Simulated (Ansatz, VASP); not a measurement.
**C: VASP beside Ansatz**

File POSCAR:

```
C
1.0
    0.0000000000      1.7834000000      1.7834000000
    1.7834000000      0.0000000000      1.7834000000
    1.7834000000      1.7834000000      0.0000000000
C
2
Direct
    0.5000000000      0.5000000000      0.5000000000
    0.7500000000      0.7500000000      0.7500000000
```

File INCAR.step1:

```
SYSTEM = C
PREC = Accurate
ENCUT = 600
ISMEAR = -1
SIGMA = 0.05
LREAL = .FALSE.
LASPH = .TRUE.
NELM = 80
GGA = PE
ALGO = Normal
EDIFF = 1E-4
LWAVE = .TRUE.
LCHARG = .FALSE.
```

File INCAR.step2:

```
SYSTEM = C
PREC = Accurate
ENCUT = 600
EDIFF = 1E-6
ISMEAR = -1
SIGMA = 0.05
LREAL = .FALSE.
LASPH = .TRUE.
NELM = 80
ALGO = Normal
ISIF = 3
LWAVE = .FALSE.
LCHARG = .FALSE.
METAGGA = R2SCAN
LMIXTAU = .TRUE.
IBRION = 2
NSW = 80
EDIFFG = -0.01
ISTART = 1
```

File KPOINTS:

```
regular mesh
0
G
  8 8 8
  0 0 0
```

Input for Ansatz:

```yaml
crystal:
  lattice:
    - [0.0, 1.7834, 1.7834]
    - [1.7834, 0.0, 1.7834]
    - [1.7834, 1.7834, 0.0]
  atoms:
    - { symbol: C, position: [0.5, 0.5, 0.5] }
    - { symbol: C, position: [0.75, 0.75, 0.75] }
hamiltonian:
  xc: r2scan
  pseudopotentials:
    kind: paw
    azcp:
      C: "pseudopotentials/C.paw.azcp"
basis:
  ecutwfc: 500
  fft_grid_basis: typed
kpoints:
  mp_grid: { grid: [8, 8, 8], shift: [0, 0, 0] }
magnetization:
  spin_polarized: false
scf:
  occupations: { method: fermi_dirac, width: 0.05 }
relax:
  max_steps: 60
  f_tol: 0.01
  cell: {}
```

Alike in both runs: task relaxation of cell and atoms; functional r2SCAN; k mesh 8 × 8 × 8; occupations fermi-dirac, width 0.05 eV; no spin polarisation.

```csv
,VASP,Ansatz
version,VASP 6.6.1,Ansatz 0.2.0
potentials or method,"VASP PAW PBE potentials, release 64 (C), cutoff 600 eV","plane waves (500 eV) with PAW, scalar-relativistic"
valence electrons in the cell,8,8
```

VASP gave:

| Quantity | Value |
| --- | --- |
| relaxed volume (Å³/atom) | 5.65 |
| relaxed cell length with the largest relative difference (Å) | 2.518 |

Q: What did Ansatz give for the same quantities?

A: Relaxed volume (Å³/atom): 5.64; relaxed cell length with the largest relative difference (Å): 2.518.

VASP's potentials were made for PBE, not for r2SCAN.
